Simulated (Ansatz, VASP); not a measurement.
RuRh in VASP and in Ansatz

```xyz
2
Lattice="2.7094 0.0000 0.0000 -1.3547 2.3464 0.0000 0.0000 0.0000 4.2984" Properties=species:S:1:pos:R:3 pbc="T T T"
Ru    0.0000    0.0000    2.1492
Rh    1.3547    0.7821    0.0000
```

Change from the starting cell: volume scaled by 1, crystal datasets.

Alike in both runs: task electric field gradients; functional PBEsol; k mesh 15 × 15 × 9; occupations fermi-dirac, width 0.05 eV; no spin polarisation.

```csv
,VASP,Ansatz
version,VASP 6.6.1,Ansatz 0.2.0
potentials or method,"VASP PAW PBE potentials, release 64 (Ru_pv, Rh_pv), cutoff 520 eV","all-electron PAW with datasets made for the crystal, scalar-relativistic"
```

```csv
,VASP,Ansatz,Ansatz less VASP
pressure (GPa),-5.7,-5.7,+0.07
"traceless stress, the component that is largest in VASP (GPa)",1.06,1.01,-0.046
size of Vzz on the site where it differs most (V/Å²),13.6,18.2,+4.60
```

VASP's potentials were made for PBE, not for PBEsol. Ansatz ran all-electron here, and VASP with PAW potentials.
